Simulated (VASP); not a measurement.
Write the native input for VASP 6.6.1 that does the following.

- Task: single point
- Functional: LDA
- Potentials or basis: VASP PAW LDA potentials, release 64 (Os)
- Cutoff: 600 eV
- k mesh: 18 × 18 × 18
- Occupations: gaussian, width 0.1 eV
- Spin: no spin polarisation
- Dipole correction: no
- Further INCAR settings: ALGO = Normal; EDIFF = 1e-06; NBANDS = 10

The structure of Os lies in POSCAR:

```
Os
1.0
    0.0000000000      1.9011182394      1.9011182394
    1.9011182394      0.0000000000      1.9011182394
    1.9011182394      1.9011182394      0.0000000000
Os
1
Direct
    0.0000000000      0.0000000000      0.0000000000
```

This isn't the form of Os at room conditions, which is hcp.

These files were run (other wordings do the same):

INCAR

```
  PREC = Accurate
  ENCUT = 600
  EDIFF = 1E-6
  ISMEAR = 0
  SIGMA = 0.1
  LREAL = F
  LASPH = T
  NELM = 120
  ALGO = Normal
  ISIF = 2
  LWAVE = F
  LCHARG = F
  NBANDS = 10
  GGA_COMPAT = F
```

KPOINTS

```
regular mesh
0
Gamma
  18 18 18
```

Potentials or basis: VASP PAW LDA potentials, release 64 (Os).

Command:

```sh
$ cat potpaw_LDA.64/Os/POTCAR > POTCAR
$ mpirun -np 1 vasp_std > vasp.out
```

It gave:

* Pressure: 1.3 GPa
* Band gap on the k mesh: zero (bands 4 and 5 overlap by 3.97 eV)

Caveat: spin-orbit coupling is left out, which moves the levels of the heavy elements.

It took 45 s on 1 thread of Intel Xeon 8259CL, on a shared host, peak memory 0.16 GiB.
